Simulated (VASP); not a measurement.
# Al3CoNi2 (P-3m1) in VASP: single point with PBE

Aim: the single point of Al3CoNi2 with PBE.

Everything below comes from runs of VASP 6.6.1. Logs are shortened: lines on timing, memory, paths and dates and some standing lists are left out, and cuts for length are marked.

**1. The cell of the first run**

It takes space group P-3m1 (No. 164, trigonal). The conventional cell has a = 4.077 Å, b = 4.077 Å, c = 4.992 Å, α = 90.00°, β = 90.00°, γ = 120.00°. Within 3.3 Å of Al (site symmetry -3m) lie 2 Co at 2.50 Å and 6 Ni at 2.50 Å and 6 Al at 2.89 Å. Al (site symmetry 3m) has 5 Ni at 2.47 to 2.52 Å and 3 Co at 2.49 Å and 6 Al at 2.87 to 2.89 Å within 3.3 Å. Within 3.3 Å of Co (site symmetry -3m) lie 8 Al at 2.49 to 2.50 Å and 6 Ni at 2.87 Å. Ni (site symmetry 3m) has 8 Al at 2.47 to 2.52 Å and 3 Co at 2.87 Å and 3 Ni at 2.91 Å within 3.3 Å.

**2. Single point, PBE, collinear spin, ferromagnetic start**

File INCAR:

```
SYSTEM = Al3CoNi2
PREC = Accurate
ENCUT = 520
EDIFF = 1E-7
ISMEAR = 0
SIGMA = 0.1
LREAL = .FALSE.
LASPH = .TRUE.
NELM = 150
ALGO = Normal
ISIF = 2
LWAVE = .FALSE.
LCHARG = .FALSE.
ISPIN = 2
MAGMOM = 0 0 0 0.42 0 0
LORBIT = 11
LMAXMIX = 4
GGA = PE
NBANDS = 32
```

File KPOINTS:

```
regular mesh
0
G
  12 12 8
  0 0 0
```

File POSCAR:

```
Al3CoNi2
1.0
    4.0769584174      0.0000000000      0.0000000000
   -2.0384792087      3.5307495596      0.0000000000
    0.0000000000      0.0000000000      4.9918133289
Al Co Ni
3 1 2
Direct
    0.0000000000      0.0000000000      0.0000000000
    0.3333333333      0.6666666667      0.6652968196
    0.6666666667      0.3333333333      0.3347031804
    0.0000000000      0.0000000000      0.5000000000
    0.3333333333      0.6666666667      0.1709129632
    0.6666666667      0.3333333333      0.8290870368
```

Potentials or basis: VASP PAW PBE potentials, release 64 (Al, Co, Ni).

On the command line:

```sh
$ cat potpaw_PBE.64/Al/POTCAR potpaw_PBE.64/Co/POTCAR potpaw_PBE.64/Ni/POTCAR > POTCAR
$ mpirun -np 1 vasp_std > vasp.out
```

OUTCAR:

```text
SYSTEM = Al3CoNi2
   PREC = Accurate
   ENCUT = 520
   EDIFF = 1E-7
   ISMEAR = 0
   LREAL = .FALSE.
   LASPH = .TRUE.
   NELM = 150
   ISIF = 2
   ISPIN = 2
   LORBIT = 11
   GGA = PE

 ion  position               nearest neighbor table
   1  0.000  0.000  0.000-   4 2.50   4 2.50   6 2.50   5 2.50   5 2.50   6 2.50   6 2.50   5 2.50
                             2 2.89   3 2.89   2 2.89   3 2.89   2 2.89   3 2.89
   2  0.333  0.667  0.665-   5 2.47   6 2.49   6 2.49   6 2.49   4 2.49   4 2.49   4 2.49   5 2.52
                             3 2.87   3 2.87   3 2.87   1 2.89   1 2.89   1 2.89
   3  0.667  0.333  0.335-   6 2.47   5 2.49   5 2.49   5 2.49   4 2.49   4 2.49   4 2.49   6 2.52
                             2 2.87   2 2.87   2 2.87   1 2.89   1 2.89   1 2.89
   4  0.000  0.000  0.500-   2 2.49   3 2.49   2 2.49   3 2.49   3 2.49   2 2.49   1 2.50   1 2.50
                             6 2.87   5 2.87   6 2.87   5 2.87   6 2.87   5 2.87
   5  0.333  0.667  0.171-   2 2.47   3 2.49   3 2.49   3 2.49   1 2.50   1 2.50   1 2.50   2 2.52
                             4 2.87   4 2.87   4 2.87   6 2.91   6 2.91   6 2.91
   6  0.667  0.333  0.829-   3 2.47   2 2.49   2 2.49   2 2.49   1 2.50   1 2.50   1 2.50   3 2.52
                             4 2.87   4 2.87   4 2.87   5 2.91   5 2.91   5 2.91

  LATTYP: Found a hexagonal cell.
 ALAT       =     4.0769584174
 C/A-ratio  =     1.2243964294

  Lattice vectors:

 A1 = (   4.0769584174,   0.0000000000,   0.0000000000)
 A2 = (  -2.0384792087,   3.5307495596,   0.0000000000)
 A3 = (   0.0000000000,   0.0000000000,   4.9918133289)

Analysis of symmetry for initial positions (statically):
=====================================================================
 Subroutine PRICEL returns:
 Original cell was already a primitive cell.

 Routine SETGRP: Setting up the symmetry group for a
 hexagonal supercell.

 Subroutine GETGRP returns: Found 12 space group operations
 (whereof 12 operations were pure point group operations)
 out of a pool of 24 trial point group operations.

The static configuration has the point symmetry D_3d.

Analysis of symmetry for dynamics (positions and initial velocities):
=====================================================================
 Subroutine PRICEL returns:
 Original cell was already a primitive cell.

 Routine SETGRP: Setting up the symmetry group for a
 hexagonal supercell.

 Subroutine GETGRP returns: Found 12 space group operations
 (whereof 12 operations were pure point group operations)
 out of a pool of 24 trial point group operations.

The dynamic configuration has the point symmetry D_3d.

Analysis of structural, dynamic, and magnetic symmetry:
=====================================================================
 Subroutine PRICEL returns:
 Original cell was already a primitive cell.

[... 158 lines left out ...]
  ---------------------------------------------------
  free energy    TOTEN  =       -32.93126756 eV

  energy without entropy =      -32.91217358  energy(sigma->0) =      -32.92172057

 E-fermi :  10.0280     XC(G=0): -12.0598

 val. band max:       10.0235416312   @ k =   0.2500   0.2500   0.1250
 cond. band min:      10.0326032393   @ k =   0.3333   0.0833   0.3750
 fundamental gap:      0.0090616080
 Fermi energy:        10.0279562080

 spin component 1

 k-point     1 :       0.0000    0.0000    0.0000
  band No.  band energies     occupation
      1      -0.9902      1.00000
      2       4.2465      1.00000
      3       4.2734      1.00000
      4       6.4985      1.00000
      5       6.4985      1.00000
      6       6.6657      1.00000
[... 805 lines left out ...]
     30      18.3519      0.00000
     31      18.4443      0.00000

 [... further k-points ...]

 spin component 2

 k-point     1 :       0.0000    0.0000    0.0000
  band No.  band energies     occupation
      1      -0.9882      1.00000
      2       4.2490      1.00000
      3       4.2944      1.00000
      4       6.5282      1.00000
      5       6.5282      1.00000
      6       6.7339      1.00000
[... 805 lines left out ...]
     30      18.3709      0.00000
     31      18.4683      0.00000

 [... further k-points ...]

 [bands above 31 left out]

------------------------ aborting loop because EDIFF is reached ----------------------------------------

  FORCE on cell =-STRESS in cart. coord.  units (eV):
  Direction    XX          YY          ZZ          XY          YZ          ZX
  --------------------------------------------------------------------------------------
  -------------------------------------------------------------------------------------
  Total       -0.0206963     -0.0206963     -0.0116695      0.0000000      0.0000000     -0.0000000
  in kB       -0.4614674     -0.4614674     -0.2601968      0.0000000      0.0000000     -0.0000000
  external PRESSURE =      -0.3943772 kB  Pullay stress =       0.0000000 kB

 VOLUME and BASIS-vectors are now :
 -----------------------------------------------------------------------------
  energy-cutoff  :      520.00
  volume of cell :       71.86
      direct lattice vectors                 reciprocal lattice vectors
     4.076958417  0.000000000  0.000000000     0.245280893  0.141612989  0.000000000
    -2.038479209  3.530749560  0.000000000     0.000000000  0.283225979  0.000000000
     0.000000000  0.000000000  4.991813329     0.000000000  0.000000000  0.200328004

 POSITION                                       TOTAL-FORCE (eV/Angst)
 -----------------------------------------------------------------------------------
      0.00000      0.00000      0.00000        -0.000000      0.000000     -0.000000
     -0.00000      2.35383      3.32104         0.000000      0.000000     -0.004166
      2.03848      1.17692      1.67078        -0.000000      0.000000      0.004166
      0.00000      0.00000      2.49591        -0.000000      0.000000     -0.000000
     -0.00000      2.35383      0.85317         0.000000     -0.000000     -0.003673
      2.03848      1.17692      4.13865        -0.000000      0.000000      0.003673
 -----------------------------------------------------------------------------------
    total drift:                                0.000000      0.000000      0.000000

  FREE ENERGIE OF THE ION-ELECTRON SYSTEM (eV)
  ---------------------------------------------------
  free  energy   TOTEN  =       -32.9312675558 eV

  energy  without entropy=      -32.9121735815  energy(sigma->0) =      -32.92172057

 total charge

# of ion       s       p       d       tot
------------------------------------------
    1        0.385   0.413   0.000   0.798
    2        0.387   0.414   0.000   0.801
    3        0.387   0.414   0.000   0.801
    4        0.436   0.467   7.510   8.413
    5        0.469   0.518   8.462   9.449
    6        0.469   0.518   8.462   9.449
--------------------------------------------------
tot          2.533   2.745  24.434  29.712

 magnetization (x)

# of ion       s       p       d       tot
------------------------------------------
    1       -0.001   0.000   0.000  -0.000
    2       -0.000   0.001   0.000   0.000
    3       -0.000   0.001   0.000   0.000
    4        0.003   0.006   0.318   0.326
    5        0.005  -0.002   0.070   0.072
    6        0.005  -0.002   0.070   0.072
--------------------------------------------------
tot          0.011   0.002   0.457   0.470
```

OSZICAR:

```text
N       E                     dE             d eps       ncg     rms          rms(c)
DAV:   1     0.217392370772E+03    0.21739E+03   -0.15296E+04 16800   0.131E+03
DAV:   2    -0.233745010088E+02   -0.24077E+03   -0.22549E+03 16960   0.283E+02
DAV:   3    -0.371366876127E+02   -0.13762E+02   -0.13308E+02 20184   0.835E+01
[... 12 lines left out ...]
DAV:  16    -0.329312343845E+02   -0.59754E-04   -0.27755E-04 26144   0.173E-01    0.288E-02
DAV:  17    -0.329312599618E+02   -0.25577E-04   -0.16678E-04 25472   0.138E-01    0.138E-02
DAV:  18    -0.329312659215E+02   -0.59597E-05   -0.37767E-05 24712   0.581E-02    0.945E-03
DAV:  19    -0.329312672193E+02   -0.12978E-05   -0.28324E-05 24096   0.583E-02    0.289E-03
DAV:  20    -0.329312675791E+02   -0.35980E-06   -0.40238E-06 21728   0.232E-02    0.219E-03
DAV:  21    -0.329312675558E+02    0.23336E-07   -0.94968E-08 11192   0.277E-03
   1 F= -.32931268E+02 E0= -.32921721E+02  d E =-.190940E-01  mag=     0.4575
```

Run time: 19 min. Hardware: 1 thread of Oxide Virtual Turin-like, shared host; peak memory 0.51 GiB.

Results:

| Property | Result |
| --- | --- |
| Free energy | -32.9313 eV |
| Pressure | 0.0 GPa |
| Largest force | 0.004 eV/Å |
| Net moment | 0.46 μB per cell |
| Site moments | Al -0.00, +0.00 (each value once); Co +0.33; Ni +0.07 μB |
| Valence electrons inside the program's atomic spheres | Al 0.80; Co 8.41; Ni 9.45 |

Forces on the atoms (eV/Å):
```
Al   0.000  0.000  0.000
Al   0.000  0.000 -0.004
Al   0.000  0.000  0.004
Co   0.000  0.000  0.000
Ni   0.000  0.000 -0.004
Ni   0.000  0.000  0.004
```
